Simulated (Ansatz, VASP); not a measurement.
## Two plane-wave programs on Te2Mo

```
Te Mo
1.0
     3.49108    0.00000    0.00000
    -1.74554    3.02336    0.00000
     0.00000    0.00000   16.73773
Te Mo
2 1
Direct
  0.33333 0.66667 0.89392
  0.33333 0.66667 0.10608
  0.00000 0.00000 0.00000
```

Change from the starting cell: strain along c alone, the other axes held, atoms relaxed: -4.5 %.

Alike in both runs: task relaxation of the atoms; functional PBEsol; k mesh 12 × 12 × 2; occupations gaussian, width 0.02 eV; no spin polarisation.

```csv
,VASP,Ansatz
version,VASP 6.6.1,Ansatz 0.2.0
potentials or method,"VASP PAW PBE potentials, release 64 (Te, Mo_sv), cutoff 520 eV","scalar-relativistic, plane waves, PAW"
valence electrons in the cell,26,46
```

```csv
,VASP,Ansatz,Ansatz less VASP
"gap on the k mesh at the Fermi level, each at its own relaxed structure (eV)",1.20,1.20,-0.002
```

VASP's potentials were made for PBE, not for PBEsol. VASP's potentials hold 26 valence electrons a cell and Ansatz's 46, so a difference there can come from the potentials and not from the codes. Ansatz's warnings: stress scf threshold loose, xc potential rough in thin density.

Spin-orbit coupling is off throughout.
